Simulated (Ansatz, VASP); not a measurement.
One calculation of RbCl, two programs

Contents of INCAR:

```
  PREC = Accurate
  ENCUT = 500
  EDIFF = 1E-6
  ISMEAR = 0
  SIGMA = 0.02
  LREAL = F
  LASPH = T
  NELM = 120
  ALGO = Normal
  ISIF = 2
  LWAVE = F
  LCHARG = F
  GGA = PE
  NBANDS = 15
  GGA_COMPAT = F
```

KPOINTS

```
Automatic mesh
0
Gamma
  6 6 6
```

POSCAR

```
RbCl
1.0
    0.0000000000      3.2740000000      3.2740000000
    3.2740000000      0.0000000000      3.2740000000
    3.2740000000      3.2740000000      0.0000000000
Rb Cl
1 1
Direct
    0.0000000000      0.0000000000      0.0000000000
    0.5000000000      0.5000000000      0.5000000000
```

Input for Ansatz:

```yaml
crystal:
  lattice:
    - [0.0, 3.274, 3.274]
    - [3.274, 0.0, 3.274]
    - [3.274, 3.274, 0.0]
  atoms:
    - { symbol: Rb, position: [0.0, 0.0, 0.0] }
    - { symbol: Cl, position: [0.5, 0.5, 0.5] }
basis:
  ecutwfc: 420
kpoints:
  mp_grid: { grid: [6, 6, 6] }
hamiltonian:
  xc: pbe
scf:
  occupations: { method: gaussian, width: 0.02 }
output:
  forces: true
  stress: true
  eigenvalues: true
  populations: true
  write_density: true
  write_potential: true
  elf: true
  volumetric_format: npy
```

Alike in both runs: task single point; functional PBE; k mesh 6 × 6 × 6; occupations gaussian, width 0.02 eV; no spin polarisation.

|  | VASP | Ansatz |
| --- | --- | --- |
| version | VASP 6.6.1 | Ansatz 0.2.0 |
| potentials or method | VASP PAW PBE potentials, release 64 (Rb_sv, Cl), cutoff 500 eV | scalar-relativistic, plane waves, PAW |
| valence electrons in the cell | 16 | 16 |

```tsv
	VASP	Ansatz	Ansatz less VASP
gap on the k mesh at the Fermi level (eV)	5.05	5.05	+0.003
least direct gap on the mesh (eV)	5.05	5.05	+0.003
pressure (GPa)	1.2	1.2	0.00
```

With one functional, cell and mesh, what is left measures potentials, basis and numerics.
